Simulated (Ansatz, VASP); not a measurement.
# Rh: VASP beside Ansatz

File INCAR:

```
SYSTEM = Rh
ALGO = Normal
EDIFF = 1E-7
ENCUT = 520
ISIF = 2
ISMEAR = -1
LASPH = .True.
LCHARG = .False.
LREAL = .False.
LWAVE = .False.
NBANDS = 14
NELM = 100
PREC = Accurate
SIGMA = 0.03
```

The input KPOINTS:

```
k-points
0
Gamma
  16 16 16
  0 0 0
```

The input POSCAR:

```
Rh
1.0
    0.0000000000      1.9205655000      1.9015500000
    1.9205655000      0.0000000000      1.9015500000
    1.9205655000      1.9205655000      0.0000000000
Rh
1
Direct
    0.0000000000      0.0000000000      0.0000000000
```

Input for Ansatz:

```yaml
crystal:
  lattice:
    - [0.0, 1.9205655, 1.90155]
    - [1.9205655, 0.0, 1.90155]
    - [1.9205655, 1.9205655, 0.0]
  atoms:
    - { symbol: Rh, position: [0.0, 0.0, 0.0] }
kpoints:
  mp_grid: { grid: [16, 16, 16] }
  band_path:
    path:
      - [0.0, 0.0, 0.0]
      - [0.0, 0.5, 0.5]
      - [0.25, 0.75, 0.5]
      - [0.0, 0.5, 0.0]
      - [0.0, 0.0, 0.0]
      - [0.5, 0.5, 0.0]
      - [0.3775125, 0.6224875, 0.0]
      - [-0.3775125, 0.3775125, 0.0]
      - [0.0, 0.0, 0.0]
    npoints: 5
scf:
  occupations: { method: fermi_dirac, width: 0.03 }
hamiltonian:
  xc: lda
  pseudopotentials: { kind: all_electron, lapw: { basis_error: 0.00025 } }
output:
  forces: true
  stress: true
  eigenvalues: true
```

Change from the starting cell: equal xx and yy strain of +1 %.

Alike in both runs: task single point; functional LDA; k mesh 16 × 16 × 16; occupations fermi-dirac, width 0.03 eV; no spin polarisation.

```csv
,VASP,Ansatz
version,VASP 6.6.1,Ansatz 0.2.0
potentials or method,"VASP PAW LDA potentials, release 64 (Rh_pv), cutoff 520 eV","all-electron LAPW, scalar-relativistic"
```

```tsv
	VASP	Ansatz	Ansatz less VASP
pressure (GPa)	-15.3	-16.1	-0.75
traceless stress, the component that is largest in VASP (GPa)	1.49	1.50	+0.006
```

LDA's correlation is that of Perdew and Zunger in VASP and of Perdew and Wang (1992) in Ansatz. Ansatz ran all-electron here, and VASP with PAW potentials.
